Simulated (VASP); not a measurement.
Input of a VASP 6.6.1 run:

Contents of INCAR:

```
SYSTEM = As
PREC = Accurate
ENCUT = 600
EDIFF = 1E-6
ISMEAR = 0
SIGMA = 0.02
LREAL = .False.
LASPH = .True.
NELM = 100
ALGO = Normal
ISIF = 3
LWAVE = .False.
LCHARG = .False.
GGA = PE
IBRION = 2
NSW = 100
EDIFFG = -0.01
```

File KPOINTS:

```
regular mesh
0
Gamma
  12 12 4
  0 0 0
```

The input POSCAR:

```
As
1.0
    3.6082791148      0.0000000000      0.0000000000
   -1.8041395574      3.1248613774      0.0000000000
    0.0000000000      0.0000000000     12.0291915137
As
4
Direct
    0.0000000000      0.0000000000      0.7996664874
    0.0000000000      0.0000000000      0.2003335126
    0.3333333333      0.6666666667      0.6840660550
    0.6666666667      0.3333333333      0.3159339450
```

Potentials or basis: VASP PAW PBE potentials, release 64 (As).

The run is started by

```sh
$ cat potpaw_PBE.64/As/POTCAR > POTCAR
$ mpirun -np 1 vasp_std > vasp.out
```

(1) Predict the space group after relaxing (to 0.1 Å).

(2) What does it give for the band gap on the k mesh?

Answers

(1) P-3m1 (No. 164).

(2) 1.33 eV (least direct gap 1.70 eV).
